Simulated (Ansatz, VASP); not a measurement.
# FeNi3 in VASP and in Ansatz

```
Fe Ni
1.0
     3.44848    0.00000    0.00000
     0.00000    3.44848    0.00000
     0.00000    0.00000    6.89696
Fe Ni
2 6
Direct
  0.00000 0.00000 0.00000
  0.00000 0.00000 0.50000
  0.00000 0.50000 0.25000
  0.50000 0.00000 0.25000
  0.50000 0.50000 0.00000
  0.00000 0.50000 0.75000
  0.50000 0.00000 0.75000
  0.50000 0.50000 0.50000
```

Alike in both runs: task single point; functional LDA; k mesh 10 × 10 × 6; occupations gaussian, width 0.05 eV; collinear spin.

|  | VASP | Ansatz |
| --- | --- | --- |
| version | VASP 6.6.1 | Ansatz 0.2.0 |
| potentials or method | VASP PAW LDA potentials, release 64 (Fe, Ni), cutoff 520 eV | scalar-relativistic, plane waves, PAW |
| valence electrons in the cell | 76 | 140 |

|  | VASP | Ansatz | Ansatz less VASP |
| --- | --- | --- | --- |
| gap on the k mesh at the Fermi level (eV) | none | none | - |
| pressure (GPa) | -1.7 | -1.2 | +0.42 |
| net moment per atom (μB) | 0.00 | 0.00 | 0.000 |
| size of the moment on the site where the two differ most (μB) | 2.65 | 2.69 | +0.041 |

LDA's correlation is that of Perdew and Zunger in VASP and of Perdew and Wang (1992) in Ansatz. Site moments also hang on the region over which each program counts them. A gap of «none» marks a metal or a gap that the smearing closes. VASP's potentials hold 76 valence electrons a cell and Ansatz's 140, so a difference there can come from the potentials and not from the codes.
